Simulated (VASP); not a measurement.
Set up this calculation in VASP 6.6.1, as the native input.

| Item | Value |
| --- | --- |
| Task | single point |
| Functional | r2SCAN |
| Potentials or basis | VASP PAW PBE potentials, release 64 (Na_pv, Cl) |
| Cutoff | 520 eV |
| k mesh | 8 × 8 × 8 |
| Occupations | gaussian, width 0.02 eV |
| Spin | no spin polarisation |
| Dipole correction | no |
| Further INCAR settings | ALGO = Normal; EDIFF = 1e-06; NBANDS = 14 |

The system is NaCl.

```
Na Cl
1.0
     0.00000    2.58421    2.58421
     2.58421    0.00000    2.58421
     2.58421    2.58421    0.00000
Na Cl
1 1
Direct
  0.00000 0.00000 0.00000
  0.50000 0.50000 0.50000
```

One way to write it, as run:

POSCAR

```
NaCl
1.0
    0.0000000000      2.5842125355      2.5842125355
    2.5842125355      0.0000000000      2.5842125355
    2.5842125355      2.5842125355      0.0000000000
Na Cl
1 1
Direct
    0.0000000000      0.0000000000      0.0000000000
    0.5000000000      0.5000000000      0.5000000000
```

INCAR.step1

```
SYSTEM = NaCl
  PREC = Accurate
  ENCUT = 520
  ISMEAR = 0
  SIGMA = 0.02
  LREAL = .False.
  LASPH = .True.
  NELM = 100
  NBANDS = 14
  GGA = PE
  ALGO = Normal
  EDIFF = 1E-4
  LWAVE = .True.
  LCHARG = .False.
```

INCAR.step2

```
SYSTEM = NaCl
  PREC = Accurate
  ENCUT = 520
  EDIFF = 1E-6
  ISMEAR = 0
  SIGMA = 0.02
  LREAL = .False.
  LASPH = .True.
  NELM = 100
  ALGO = Normal
  ISIF = 2
  LWAVE = .False.
  LCHARG = .False.
  METAGGA = R2SCAN
  LMIXTAU = .True.
  NBANDS = 14
  ISTART = 1
```

KPOINTS

```
regular mesh
0
Gamma
  8 8 8
  0 0 0
```

Potentials or basis: VASP PAW PBE potentials, release 64 (Na_pv, Cl).

Launch:

```console
$ cat potpaw_PBE.64/Na_pv/POTCAR potpaw_PBE.64/Cl/POTCAR > POTCAR
$ cp INCAR.step1 INCAR
$ mpirun -np 1 vasp_std > vasp.out
$ cp INCAR.step2 INCAR
$ mpirun -np 1 vasp_std > vasp.out
```

It gave:

```
Pressure               : 11.7 GPa
Band gap on the k mesh : 7.25 eV
```

Caveat: the cell stands under pressure; the PAW data sets were made with another functional, which shifts forces and pressure a little.

Wall time 73 s on 1 thread of Intel Xeon 8259CL, with other jobs on the host, peak memory 0.16 GiB.
